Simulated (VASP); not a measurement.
# Hf: relaxation of cell and atoms with PBEsol

Crystal: Hf.

```xyz
1
Lattice="2.8566 0.0000 0.0000 0.0000 2.8566 0.0000 0.0000 0.0000 2.8566" Properties=species:S:1:pos:R:3 pbc="T T T"
Hf    0.0000    0.0000    0.0000
```

This isn't the form of Hf at room conditions, which is hcp.

| Quantity | Value |
| --- | --- |
| Program | VASP 6.6.1 |
| Task | relaxation of cell and atoms |
| Functional | PBEsol |
| Potentials or basis | VASP PAW PBE potentials, release 64 (Hf_pv) |
| Cutoff | 600 eV |
| k mesh | 20 × 20 × 20 |
| Occupations | gaussian, width 0.1 eV |
| Spin | no spin polarisation |
| Dipole correction | no |
| Further INCAR settings | ALGO = Fast; EDIFF = 1e-06; IBRION = 2; EDIFFG = -0.01; NSW = 100; ISIF = 3 |

The relaxed volume is 23.45 Å³/atom and the relaxed cell is a = 2.862 Å, b = 2.862 Å, c = 2.862 Å, α = 90.00°, β = 90.00°, γ = 90.00°. The space group after relaxing (to 0.1 Å) is Pm-3m (No. 221), the energy gained by relaxing is 0.2 meV/atom and the ionic steps are 3. The pressure after relaxing is 0.0 GPa and the band gap on the k mesh is zero (bands 5 and 6 overlap by 2.49 eV).

The path:
```
step  energy change (eV)  largest force (eV/Å)  pressure (GPa)  volume (Å³)
   1              0.0000                0.0000            0.44        23.31
   2             -0.0001                0.0000           -0.28        23.53
   3             -0.0002                0.0000           -0.01        23.45
```

Final structure:
```yaml
crystal:
  lattice:
    - [2.86213, 0.00000, 0.00000]
    - [0.00000, 2.86213, 0.00000]
    - [0.00000, 0.00000, 2.86213]
  atoms:
    - { symbol: Hf, position: [0.00000, 0.00000, 0.00000] }
```

Levels at points of the mesh, in eV from the Fermi level:
| k point | band 1 | band 2 | band 3 | band 4 | band 5 | band 6 | band 7 | band 8 | band 9 |
| --- | --- | --- | --- | --- | --- | --- | --- | --- | --- |
| (0.00, 0.00, 0.00) | -29.76 | -29.76 | -29.76 | -6.66 | -1.55 | -1.55 | 6.84 | 6.84 | 6.84 |
| (0.50, 0.00, 0.00) | -30.85 | -29.66 | -29.66 | -3.21 | -0.59 | 0.01 | 3.15 | 3.15 | 7.24 |
| (0.50, 0.50, 0.00) | -30.70 | -30.70 | -29.57 | -3.10 | -0.63 | 3.94 | 3.94 | 4.74 | 4.74 |
| (0.50, 0.50, 0.50) | -30.56 | -30.56 | -30.56 | -1.45 | -1.45 | -1.45 | 6.94 | 9.54 | 9.54 |

Run time: 2 min on 1 thread of Intel Xeon 8259CL, on a shared host, peak memory 0.21 GiB.

Caveat: the PAW data sets were made with another functional, which shifts forces and pressure a little; spin-orbit coupling is left out, which moves the levels of the heavy elements.
